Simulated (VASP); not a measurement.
# Al (Im-3m) in VASP: elastic constants with LDA

Aim: the elastic constants of Al with LDA.

Everything below comes from runs of VASP 6.6.1. Logs are shortened: lines on timing, memory, paths and dates and some standing lists are left out, and cuts for length are marked.

### Step 1. The cell of the first run

Symmetry: Im-3m, No. 229, cubic system. Conventional cell: a = 3.189 Å, b = 3.189 Å, c = 3.189 Å, α = 90.00°, β = 90.00°, γ = 90.00°. Within 3.6 Å of Al (site symmetry m-3m) lie 14 Al at 2.76 to 3.19 Å.

### Step 2. Elastic constants, LDA

Input file INCAR:

```
  ALGO = Normal
  EDIFF = 1E-8
  ENCUT = 600
  IBRION = 6
  ISIF = 3
  ISMEAR = -1
  LASPH = T
  LCHARG = T
  LREAL = F
  LWAVE = F
  NELM = 60
  NFREE = 2
  NSW = 1
  POTIM = 0.015
  PREC = Accurate
  SIGMA = 0.15
```

Input file KPOINTS:

```
k-points
0
Gamma
  19 19 19
```

Input file POSCAR:

```
Al
1.0
   -1.5946664551      1.5946664551      1.5946664551
    1.5946664551     -1.5946664551      1.5946664551
    1.5946664551      1.5946664551     -1.5946664551
Al
1
Direct
    0.0000000000      0.0000000000      0.0000000000
```

Potentials or basis: VASP PAW LDA potentials, release 64 (Al).

Started as:

```
cat potpaw_LDA.64/Al/POTCAR > POTCAR
mpirun -np 1 vasp_std > vasp.out
```

OUTCAR:

```text
EDIFF = 1E-8
   ENCUT = 600
   IBRION = 6
   ISIF = 3
   ISMEAR = -1
   LASPH = T
   LREAL = F
   NELM = 60
   NFREE = 2
   NSW = 1
   POTIM = 0.015
   PREC = Accurate

 ion  position               nearest neighbor table
   1  0.000  0.000  0.000-

  LATTYP: Found a body centered cubic cell.
 ALAT       =     3.1893329102

  Lattice vectors:

 A1 = (  -1.5946664551,   1.5946664551,   1.5946664551)
 A2 = (   1.5946664551,  -1.5946664551,   1.5946664551)
 A3 = (   1.5946664551,   1.5946664551,  -1.5946664551)

Analysis of symmetry for initial positions (statically):
=====================================================================
 Subroutine PRICEL returns:
 Original cell was already a primitive cell.

 Routine SETGRP: Setting up the symmetry group for a
 body centered cubic supercell.

 Subroutine GETGRP returns: Found 48 space group operations
 (whereof 48 operations were pure point group operations)
 out of a pool of 48 trial point group operations.

The static configuration has the point symmetry O_h .

Analysis of symmetry for dynamics (positions and initial velocities):
=====================================================================
 Subroutine PRICEL returns:
 Original cell was already a primitive cell.

 Routine SETGRP: Setting up the symmetry group for a
 body centered cubic supercell.

 Subroutine GETGRP returns: Found 48 space group operations
 (whereof 48 operations were pure point group operations)
 out of a pool of 48 trial point group operations.

The dynamic configuration has the point symmetry O_h .

 Subroutine INISYM returns: Found 48 space group operations
 (whereof 48 operations are pure point group operations),
 and found     1 'primitive' translations

----------------------------------------------------------------------------------------

[... 320 lines left out ...]
  ext. energy  EPLUGINS =         0.00000000
  ---------------------------------------------------
  free energy    TOTEN  =        -4.10737400 eV

  energy without entropy =       -4.07692485  energy(sigma->0) =       -4.09214943

 E-fermi :   7.9710     XC(G=0): -10.4106

 val. band max:        7.9628755895   @ k =  -0.3684  -0.4211   0.1053
 cond. band min:       7.9906434746   @ k =   0.2632   0.1579   0.1053
 fundamental gap:      0.0277678851
 Fermi energy:         7.9710364986

 k-point     1 :       0.0000    0.0000    0.0000
  band No.  band energies     occupation
      1      -3.2436      2.00000
      2      21.2669      0.00000
      3      21.2669      0.00000
      4      21.2669      0.00000
      5      22.6469      0.00000
[... 177 lines left out ...]
 k-point    24 :       0.3158    0.1053   -0.0000
  band No.  band energies     occupation
      1       0.8794      2.00000
      2       8.1596      0.44299
      3      13.6957      0.00000
      4      16.4180      0.00000
      5      19.7762      0.00000

 [... further k-points ...]
[... 5 lines left out ...]
  --------------------------------------------------------------------------------------
  -------------------------------------------------------------------------------------
  Total        0.0102169      0.0102169      0.0102169     -0.0000000     -0.0000000     -0.0000000
  in kB        1.0091589      1.0091589      1.0091589     -0.0000000     -0.0000000     -0.0000000
  external PRESSURE =       1.0091589 kB  Pullay stress =       0.0000000 kB
[... 16 lines left out ...]
  FREE ENERGIE OF THE ION-ELECTRON SYSTEM (eV)
  ---------------------------------------------------
  free  energy   TOTEN  =        -4.1073739989 eV

  energy  without entropy=       -4.0769248528  energy(sigma->0) =       -4.09214943

 INTERNAL STRAIN TENSORS FROM STRAINED CELLS
 ============================================

 INTERNAL STRAIN TENSOR FOR ION    1 for displacements in x,y,z  (eV/Angst):
          X           Y           Z          XY          YZ          ZX
  --------------------------------------------------------------------------------
  x     0.00000    -0.00000    -0.00000     0.00000     0.00000     0.00000
  y     0.00000    -0.00000     0.00000     0.00000    -0.00000     0.00000
  z     0.00000    -0.00000    -0.00000    -0.00000     0.00000     0.00000

 INTERNAL STRAIN TENSORS FROM DISPLACED ATOMS
 ============================================

 INTERNAL STRAIN TENSOR FOR ION    1 for displacements in x,y,z  (eV/Angst):
          X           Y           Z          XY          YZ          ZX
  --------------------------------------------------------------------------------
  x     0.00000     0.00000     0.00000     0.00000     0.00000     0.00000
  y     0.00000     0.00000     0.00000     0.00000     0.00000     0.00000
  z     0.00000     0.00000     0.00000     0.00000     0.00000     0.00000

 Eigenvectors and eigenvalues of the dynamical matrix
 ----------------------------------------------------

   1 f/i=    0.000000 THz     0.000000 2PiTHz    0.000000 cm-1     0.000000 meV
             X         Y         Z           dx          dy          dz
      0.000000  0.000000  0.000000    -0.985370    0.170430    0.000000

   2 f/i=    0.000000 THz     0.000000 2PiTHz    0.000000 cm-1     0.000000 meV
             X         Y         Z           dx          dy          dz
      0.000000  0.000000  0.000000     0.000000    0.000000    1.000000

   3 f/i=    0.000000 THz     0.000000 2PiTHz    0.000000 cm-1     0.000000 meV
             X         Y         Z           dx          dy          dz
      0.000000  0.000000  0.000000    -0.170430   -0.985370    0.000000

--------------------------------------------------------------------------------------------------------

 ELASTIC MODULI CONTR FROM IONIC RELAXATION (kBar)
 Direction    XX          YY          ZZ          XY          YZ          ZX
 --------------------------------------------------------------------------------
 XX           0.0000      0.0000      0.0000      0.0000      0.0000      0.0000
 YY           0.0000      0.0000      0.0000      0.0000      0.0000      0.0000
 ZZ           0.0000      0.0000      0.0000      0.0000      0.0000      0.0000
 XY           0.0000      0.0000      0.0000      0.0000      0.0000      0.0000
 YZ           0.0000      0.0000      0.0000      0.0000      0.0000      0.0000
 ZX           0.0000      0.0000      0.0000      0.0000      0.0000      0.0000
 --------------------------------------------------------------------------------

 TOTAL ELASTIC MODULI (kBar)
 Direction    XX          YY          ZZ          XY          YZ          ZX
 --------------------------------------------------------------------------------
 XX         426.6261    904.0405    904.0405     -0.0000      0.0000      0.0000
 YY         904.0405    426.6261    904.0405      0.0000     -0.0000     -0.0000
 ZZ         904.0405    904.0405    426.6261      0.0000      0.0000      0.0000
 XY          -0.0000      0.0000      0.0000    480.4047      0.0000      0.0000
 YZ           0.0000     -0.0000      0.0000      0.0000    480.4047      0.0000
 ZX           0.0000     -0.0000      0.0000      0.0000      0.0000    480.4047
 --------------------------------------------------------------------------------
```

It took 5.5 min on 1 thread of Intel Xeon Platinum 8488C (Sapphire Rapids), shared host; peak memory 0.41 GiB.

Results:

```
Elastic constants C11, C12, C44 : 43, 90, 48 GPa
Voigt bulk modulus              : 74 GPa
```

Elastic tensor in Voigt notation (GPa, in the Cartesian axes of the cell as first typed):
```
43 90 90  0  0  0
90 43 90  0  0  0
90 90 43  0  0  0
 0  0  0 48  0  0
 0  0  0  0 48  0
 0  0  0  0  0 48
```

Clamped-ion elastic tensor (GPa):
```
43 90 90  0  0  0
90 43 90  0  0  0
90 90 43  0  0  0
 0  0  0 48  0  0
 0  0  0  0 48  0
 0  0  0  0  0 48
```

Caveat: the elastic tensor has a negative eigenvalue, so either the cell is unstable as it stands or the mesh is too thin.
